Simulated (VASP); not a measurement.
WS2:

```
CELL_PARAMETERS angstrom
3.18000 0.00000 0.00000
-1.59000 2.75396 0.00000
0.00000 0.00000 12.50000
ATOMIC_POSITIONS crystal
W 0.66667 0.33333 0.75000
W 0.33333 0.66667 0.25000
S 0.66667 0.33333 0.37500
S 0.33333 0.66667 0.87500
S 0.66667 0.33333 0.12500
S 0.33333 0.66667 0.62500
```

Base run:

```yaml
Program: VASP 6.6.1
Functional: PBE0
Potentials_or_basis: VASP PAW PBE potentials, release 64 (W_sv, S)
Cutoff: 520 eV
k_mesh: 6 × 6 × 2
Occupations: fermi-dirac, width 0.05 eV
Spin: no spin polarisation
```

Its results: band gap on the k mesh 2.28 eV (least direct gap 2.90 eV); pressure -2.7 GPa; largest force 0.388 eV/Å.

Question: The run is repeated on the same cell with these changes: functional from PBE0 to HSE06. What comes out?

Answer: Band gap on the k mesh 1.59 eV (least direct gap 2.22 eV); pressure -2.7 GPa; largest force 0.406 eV/Å.

Caveats: the PAW data sets were made with another functional, which shifts forces and pressure a little; spin-orbit coupling is left out, which moves the levels of the heavy elements; this functional lacks dispersion, which binds layers or chains, so the pressure and a relaxed spacing across them are unreliable.

A k mesh can miss the band edges.
